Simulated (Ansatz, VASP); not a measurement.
# Zn5O2 in VASP and in Ansatz

```
Zn O
1.0
     3.40901    0.00000    0.00000
    -1.70451    2.95229    0.00000
     0.00000    0.00000   10.38388
Zn O
5 2
Direct
  0.33333 0.66667 0.38428
  0.66667 0.33333 0.16266
  0.66667 0.33333 0.61572
  0.33333 0.66667 0.83734
  0.00000 0.00000 0.00000
  0.66667 0.33333 0.38585
  0.33333 0.66667 0.61415
```

Alike in both runs: functional PBE; k mesh 12 × 12 × 4; occupations gaussian, width 0.1 eV; no spin polarisation.

Ansatz relaxed the structure, and its values are those at the end. VASP's run is a single point on that final structure, the one shown.

|  | VASP | Ansatz |
| --- | --- | --- |
| version | VASP 6.6.1 | Ansatz 0.2.0 |
| potentials or method | VASP PAW PBE potentials, release 64 (Zn, O), cutoff 600 eV | scalar-relativistic, plane waves, PAW |
| valence electrons in the cell | 72 | 72 |

```csv
,VASP,Ansatz,Ansatz less VASP
gap on the k mesh at the Fermi level (eV),none,none,-
pressure (GPa),0.5,0.0,-0.48
rms of the force components (eV/Å),0.004,0.000,-0.0034
```

A gap of «none» marks a metal or a gap that the smearing closes. The functional is the same, so the differences come from potentials, cutoffs and numerics.
